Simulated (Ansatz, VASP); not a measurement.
## One calculation of Be, two programs

INCAR

```
  PREC = Accurate
  ENCUT = 520
  EDIFF = 1E-7
  ISMEAR = -1
  SIGMA = 0.1
  LREAL = F
  LASPH = T
  NELM = 80
  ALGO = Normal
  ISIF = 2
  LWAVE = F
  LCHARG = T
  GGA = RP
  LELF = T
  LVHAR = T
  NBANDS = 7
```

The input KPOINTS:

```
Automatic mesh
0
Gamma
  19 19 19
```

Contents of POSCAR:

```
Be
1.0
    0.0000000000      1.6550500684      1.6550500684
    1.6550500684      0.0000000000      1.6550500684
    1.6550500684      1.6550500684      0.0000000000
Be
1
Direct
    0.0000000000      0.0000000000      0.0000000000
```

Input for Ansatz:

```yaml
crystal:
  lattice:
    - [0.0, 1.6550500684, 1.6550500684]
    - [1.6550500684, 0.0, 1.6550500684]
    - [1.6550500684, 1.6550500684, 0.0]
  atoms:
    - { symbol: Be, position: [0.0, 0.0, 0.0] }
hamiltonian:
  xc: rpbe
  pseudopotentials:
    kind: paw
    azcp:
      Be: "pseudopotentials/Be.paw.azcp"
basis:
  ecutwfc: 420
  fft_grid_basis: typed
kpoints:
  mp_grid: { grid: [19, 19, 19], shift: [0, 0, 0] }
magnetization:
  spin_polarized: false
scf:
  occupations: { method: fermi_dirac, width: 0.1 }
  lower_state_search: "off"
output:
  stress: true
```

Alike in both runs: task single point; functional RPBE; k mesh 19 × 19 × 19; occupations fermi-dirac, width 0.1 eV; no spin polarisation.

```csv
,VASP,Ansatz
version,VASP 6.6.1,Ansatz 0.2.0
potentials or method,"VASP PAW PBE potentials, release 64 (Be), cutoff 520 eV","plane waves (420 eV) with PAW, scalar-relativistic"
valence electrons in the cell,2,2
```

```csv
,VASP,Ansatz,Ansatz less VASP
pressure (GPa),-10.7,-10.7,-0.01
```

VASP's potentials were made for PBE, not for RPBE. With one functional, cell and mesh, what is left measures potentials, basis and numerics.
